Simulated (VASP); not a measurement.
Input of a VASP 6.6.1 run:

File INCAR:

```
SYSTEM = AlAs
  PREC = Accurate
  ENCUT = 400
  EDIFF = 1E-8
  ISMEAR = -1
  SIGMA = 0.05
  LREAL = .False.
  LASPH = .True.
  NELM = 120
  ALGO = Normal
  ISIF = 2
  LWAVE = .False.
  LCHARG = .False.
  GGA = PS
  LEFG = .True.
  NBANDS = 11
  GGA_COMPAT = .False.
```

KPOINTS

```
regular mesh
0
Gamma
  11 11 11
  0 0 0
```

The input POSCAR:

```
AlAs
1.0
    0.0000000000      2.8587040000      2.8304000000
    2.8587040000      0.0000000000      2.8304000000
    2.8587040000      2.8587040000      0.0000000000
Al As
1 1
Direct
    0.0000000000      0.0000000000      0.0000000000
    0.7500000000      0.7500000000      0.7500000000
```

Potentials or basis: VASP PAW PBE potentials, release 64 (Al, As).

Run with:

```sh
$ cat potpaw_PBE.64/Al/POTCAR potpaw_PBE.64/As/POTCAR > POTCAR
$ mpirun -np 1 vasp_std > vasp.out
```

(1) Predict the band gap on the k mesh.

(2) What does it give for the pressure?

Results:

(1) 1.34 eV (least direct gap 1.79 eV).

(2) -0.6 GPa.

Caveat: the cell differs from its parent crystal (equal xx and yy strain of +1 %); without QUAD_EFG the Cq values of the log hold for a quadrupole moment of 1 mb, not for the nuclei; the PAW data sets were made with another functional, which shifts forces and pressure a little; an odd mesh through Γ misses points on the zone boundary, where band edges can lie.
